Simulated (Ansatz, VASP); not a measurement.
# HfO2 in VASP and in Ansatz

The input POSCAR:

```
HfO2
1.0
    0.0000000000      2.5179860645      2.5179860645
    2.5179860645      0.0000000000      2.5179860645
    2.5179860645      2.5179860645      0.0000000000
Hf O
1 2
Direct
    0.0000000000      0.0000000000      0.0000000000
    0.2500000000      0.2500000000      0.2500000000
    0.7500000000      0.7500000000      0.7500000000
```

INCAR.step1

```
  PREC = Accurate
  ENCUT = 520
  EDIFF = 1E-5
  ISMEAR = -1
  SIGMA = 0.05
  LREAL = False
  LASPH = True
  NELM = 60
  ALGO = Normal
  ISIF = 2
  LWAVE = True
  LCHARG = False
  NBANDS = 18
  GGA = PE
```

File INCAR.step2:

```
  PREC = Accurate
  ENCUT = 520
  EDIFF = 1E-6
  ISMEAR = -1
  SIGMA = 0.05
  LREAL = False
  LASPH = True
  NELM = 60
  ALGO = Normal
  ISIF = 2
  LWAVE = False
  LCHARG = False
  GGA = PE
  LHFCALC = True
  HFSCREEN = 0.2079
  PRECFOCK = Normal
  NBANDS = 18
  ISTART = 1
```

Contents of KPOINTS:

```
Automatic mesh
0
Gamma
  4 4 4
```

Input for Ansatz:

```yaml
crystal:
  lattice:
    - [0.0, 2.517986064541, 2.517986064541]
    - [2.517986064541, 0.0, 2.517986064541]
    - [2.517986064541, 2.517986064541, 0.0]
  atoms:
    - { symbol: Hf, position: [0.0, 0.0, 0.0] }
    - { symbol: O, position: [0.25, 0.25, 0.25] }
    - { symbol: O, position: [0.75, 0.75, 0.75] }
kpoints:
  mp_grid: { grid: [4, 4, 4] }
hamiltonian:
  xc: hse06
  pseudopotentials: { kind: paw }
scf:
  occupations: { method: fermi_dirac, width: 0.05 }
output:
  forces: true
  stress: true
  eigenvalues: true
```

Alike in both runs: task single point; functional HSE06; k mesh 4 × 4 × 4; occupations fermi-dirac, width 0.05 eV; no spin polarisation.

|  | VASP | Ansatz |
| --- | --- | --- |
| version | VASP 6.6.1 | Ansatz 0.2.0 development build |
| potentials or method | VASP PAW PBE potentials, release 64 (Hf_pv, O) | plane waves, PAW datasets (generated soft set 1) |
| plane-wave cutoff (eV) | 520 | 420 |
| valence electrons in the cell | 22 | 38 |

VASP gave:

| Item | Value |
| --- | --- |
| gap on the k mesh at the Fermi level (eV) | 5.41 |

Q: Which values does Ansatz return?

A: gap on the k mesh at the Fermi level (eV): 5.45.

The functional is the same, so the differences come from potentials, cutoffs and numerics. VASP's potentials hold 22 valence electrons a cell and Ansatz's 38, so a difference there can come from the potentials and not from the codes. Ansatz's warnings: stress exchange threshold loose, stress scf threshold loose.

The k mesh is coarse, so the values compare programs but aren't converged. Neither program's run includes spin-orbit coupling.
